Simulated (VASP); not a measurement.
Here is a VASP 6.6.1 calculation.

The input INCAR:

```
SYSTEM = Be
ALGO = Fast
EDIFF = 1E-6
EDIFFG = -0.015
ENCUT = 600
GGA = PS
IBRION = 2
ISIF = 3
ISMEAR = 0
LASPH = .True.
LCHARG = .False.
LREAL = .False.
LWAVE = .False.
NELM = 100
NSW = 100
PREC = Accurate
SIGMA = 0.1
```

File KPOINTS:

```
k-points
0
Gamma
  10 6 4
  0 0 0
```

File POSCAR:

```
Be
1.0
    1.1185969387     -1.9877438725      0.0002678104
   -3.3272428623     -1.9712617037     -0.0203520190
   -0.0324458094     -0.0177594007     -6.9164160438
Be
8
Direct
    0.5116443594      0.8263841668      0.6339741565
    0.4913972161      0.8516439336      0.1238424311
    0.9800670414      0.3396395062      0.6221936117
    1.0040239709      0.3126349894      0.0992386558
    1.0325816894      0.6704881198      0.8981550967
    0.9798093801      0.7014921322      0.3720799708
    0.5038903144      0.1459711978      0.8810261780
    0.4965860283      0.1517459541      0.3694898994
```

Potentials or basis: VASP PAW PBE potentials, release 64 (Be).

Command:

```console
$ cat potpaw_PBE.64/Be/POTCAR > POTCAR
$ mpirun -np 1 vasp_std > vasp.out
```

Question: Estimate the space group after relaxing (to 0.05 Å).

Answer: P6_3/mmc (No. 194).

Question: Predict the relaxed cell.

Answer: a = 2.276 Å, b = 3.905 Å, c = 7.082 Å, α = 90.00°, β = 90.00°, γ = 90.00°.

Question: What does it give for the band gap on the k mesh?

Answer: Zero (band 8 reaches 7.90 eV, above the bottom of band 9 at 6.52 eV).

Forces on the atoms (eV/Å):
```
Be   0.004  0.002  0.000
Be  -0.002  0.000 -0.001
Be  -0.003  0.000  0.001
Be  -0.003 -0.001  0.009
Be  -0.002  0.002 -0.009
Be   0.012  0.002 -0.004
Be  -0.014 -0.002  0.003
Be   0.007 -0.003  0.002
```

Caveat: the PAW data sets were made with another functional, which shifts forces and pressure a little.
